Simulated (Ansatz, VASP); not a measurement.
## Ag in VASP and in Ansatz

File INCAR:

```
SYSTEM = Ag
PREC = Accurate
ENCUT = 520
EDIFF = 1E-6
ISMEAR = 0
SIGMA = 0.1
LREAL = .FALSE.
LASPH = .TRUE.
NELM = 100
ALGO = Normal
ISIF = 2
LWAVE = .FALSE.
LCHARG = .FALSE.
LDIPOL = .TRUE.
IDIPOL = 3
DIPOL = 0.5 0.5 0.500
GGA = PE
NBANDS = 48
```

Contents of KPOINTS:

```
Automatic mesh
0
G
  6 6 1
  0 0 0
```

File POSCAR:

```
Ag
1.0
    2.9355691563      0.0000000000      0.0000000000
   -1.4677845781      2.5422774639      0.0000000000
    0.0000000000      0.0000000000     29.3666405453
Ag
7
Direct
    0.0000000000      0.0000000000      0.2553918276
    0.6666666667      0.3333333333      0.3368762161
    0.3333333333      0.6666666667      0.4183606045
    0.6666666667      0.3333333333      0.5000000000
    0.3333333333      0.6666666667      0.5814843884
    0.0000000000      0.0000000000      0.6629687769
    0.3333333333      0.6666666667      0.7446081724
```

Input for Ansatz:

```yaml
crystal:
  lattice:
    - [2.9355691563, 0.0, 0.0]
    - [-1.4677845781, 2.5422774639, 0.0]
    - [0.0, 0.0, 29.3666405453]
  atoms:
    - { symbol: Ag, position: [0.0, 0.0, 0.2553918276] }
    - { symbol: Ag, position: [0.6666666667, 0.3333333333, 0.3368762161] }
    - { symbol: Ag, position: [0.3333333333, 0.6666666667, 0.4183606045] }
    - { symbol: Ag, position: [0.6666666667, 0.3333333333, 0.5] }
    - { symbol: Ag, position: [0.3333333333, 0.6666666667, 0.5814843884] }
    - { symbol: Ag, position: [0.0, 0.0, 0.6629687769] }
    - { symbol: Ag, position: [0.3333333333, 0.6666666667, 0.7446081724] }
basis:
  ecutwfc: 420
kpoints:
  mp_grid: { grid: [6, 6, 1] }
hamiltonian:
  xc: pbe
scf:
  occupations: { method: gaussian, width: 0.1 }
output:
  forces: true
  stress: true
  eigenvalues: true
efield:
  axis: 3
  dipole_correction: true
  ramp_width: 0.04
```

Alike in both runs: task single point; functional PBE; k mesh 6 × 6 × 1; occupations gaussian, width 0.1 eV; no spin polarisation.

|  | VASP | Ansatz |
| --- | --- | --- |
| version | VASP 6.6.1 | Ansatz 0.2.0 |
| potentials or method | VASP PAW PBE potentials, release 64 (Ag), cutoff 520 eV | scalar-relativistic, plane waves, PAW |
| valence electrons in the cell | 77 | 133 |

```csv
,VASP,Ansatz,Ansatz less VASP
gap on the k mesh at the Fermi level (eV),none,none,-
rms of the force components (eV/Å),0.067,0.067,-0.0001
```

Atom by atom the forces differ by 0.001 eV/Å (rms over components). A gap of «none» marks a metal or a gap that the smearing closes. With one functional, cell and mesh, what is left measures potentials, basis and numerics. VASP's potentials hold 77 valence electrons a cell and Ansatz's 133, so a difference there can come from the potentials and not from the codes.

The k mesh is coarse, so the values compare programs but aren't converged.
